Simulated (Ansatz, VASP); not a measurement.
**One calculation of MoSe, two programs**

```xyz
2
Lattice="3.5312 0.0000 0.0000 0.0000 3.5312 0.0000 0.0000 0.0000 3.5312" Properties=species:S:1:pos:R:3 pbc="T T T"
Mo    0.0000    0.0000    0.0000
Se    1.7656    1.7656    1.7656
```

Alike in both runs: task relaxation of cell and atoms; functional r2SCAN; k mesh 12 × 12 × 12; occupations gaussian, width 0.1 eV; no spin polarisation; Hubbard terms Mo d U = 4.38 eV.

|  | VASP | Ansatz |
| --- | --- | --- |
| version | VASP 6.6.1 | Ansatz 0.2.0 |
| potentials or method | VASP PAW PBE potentials, release 64 (Mo_sv, Se), cutoff 600 eV | scalar-relativistic, plane waves, PAW |
| valence electrons in the cell | 20 | 30 |

```csv
,VASP,Ansatz,Ansatz less VASP
"gap on the k mesh at the Fermi level, each at its own relaxed structure (eV)",0.49,1.11,+0.626
relaxed volume (Å³/atom),18.50,18.71,+0.206
relaxed cell length with the largest relative difference (Å),3.332,3.345,+0.0124
```

VASP's potentials were made for PBE, not for r2SCAN. The programs project onto different local orbitals, so the same U acts differently, and such runs can settle in different states. VASP's potentials hold 20 valence electrons a cell and Ansatz's 30, so a difference there can come from the potentials and not from the codes.

Noted on VASP's run: the volume moved by over 15 % at a fixed basis, so the end points are rough.
